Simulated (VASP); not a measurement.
Wanted: the native input for a VASP 6.6.1 run.

```yaml
Task: single point
Functional: r2SCAN
Dispersion: D4
Potentials_or_basis: VASP PAW PBE potentials, release 64 (W_sv)
Cutoff: 520 eV
k_mesh: 18 × 18 × 18
Occupations: gaussian, width 0.05 eV
Spin: non-collinear spin, zero start, spin-orbit coupling
Starting_moments: "[[0.0, 0.0, 0.0]] μB"
Dipole_correction: no
Further_INCAR_settings: ALGO = Normal; EDIFF = 1e-06; NBANDS = 25
```

Crystal: W.

```xyz
1
Lattice="-1.5823 1.5823 1.5823 1.5823 -1.5823 1.5823 1.5823 1.5823 -1.5823" Properties=species:S:1:pos:R:3 pbc="T T T"
W     0.0000    0.0000    0.0000
```

These files were run (other wordings do the same):

POSCAR

```
W
1.0
   -1.5823450000      1.5823450000      1.5823450000
    1.5823450000     -1.5823450000      1.5823450000
    1.5823450000      1.5823450000     -1.5823450000
W
1
Direct
    0.0000000000      0.0000000000      0.0000000000
```

INCAR.step1

```
SYSTEM = W
PREC = Accurate ; ENCUT = 520
ISMEAR = 0 ; SIGMA = 0.05
LREAL = .FALSE. ; LASPH = .TRUE.
NELM = 150 ; MAGMOM = 0 0 0
LSORBIT = .TRUE. ; GGA_COMPAT = .FALSE.
LMAXMIX = 4 ; NBANDS = 25
GGA = PE ; ALGO = Normal
EDIFF = 1E-4 ; LWAVE = .TRUE.
LCHARG = .FALSE.
```

INCAR.step2

```
SYSTEM = W
PREC = Accurate ; ENCUT = 520
EDIFF = 1E-6 ; ISMEAR = 0
SIGMA = 0.05 ; LREAL = .FALSE.
LASPH = .TRUE. ; NELM = 150
ALGO = Normal ; ISIF = 2
LWAVE = .FALSE. ; LCHARG = .FALSE.
MAGMOM = 0 0 0 ; LORBIT = 11
LSORBIT = .TRUE. ; GGA_COMPAT = .FALSE.
LORBMOM = .TRUE. ; LMAXMIX = 4
METAGGA = R2SCAN ; LMIXTAU = .TRUE.
IVDW = 13 ; VDW_S6 = 1.0
VDW_S8 = 0.6018749 ; VDW_A1 = 0.51559235
VDW_A2 = 5.77342911 ; NBANDS = 25
ISTART = 1
```

KPOINTS

```
Automatic mesh
0
G
  18 18 18
  0 0 0
```

Potentials or basis: VASP PAW PBE potentials, release 64 (W_sv).

The run is started by

```sh
$ cat potpaw_PBE.64/W_sv/POTCAR > POTCAR
$ cp INCAR.step1 INCAR
$ mpirun -np 1 vasp_ncl > vasp.out
$ cp INCAR.step2 INCAR
$ mpirun -np 1 vasp_ncl > vasp.out
```

It gave:

* Pressure: 1.4 GPa
* Net moment: 0.00 μB per cell
* Valence electrons inside the program's atomic spheres: W 12.09
* Dispersion energy per atom: -0.219 eV

Caveat: the PAW data sets were made with another functional, which shifts forces and pressure a little.

It took 4.9 min on 1 thread of Intel(R) Xeon(R) 6975P-C (Granite Rapids) (shared host), peak memory 0.26 GiB.
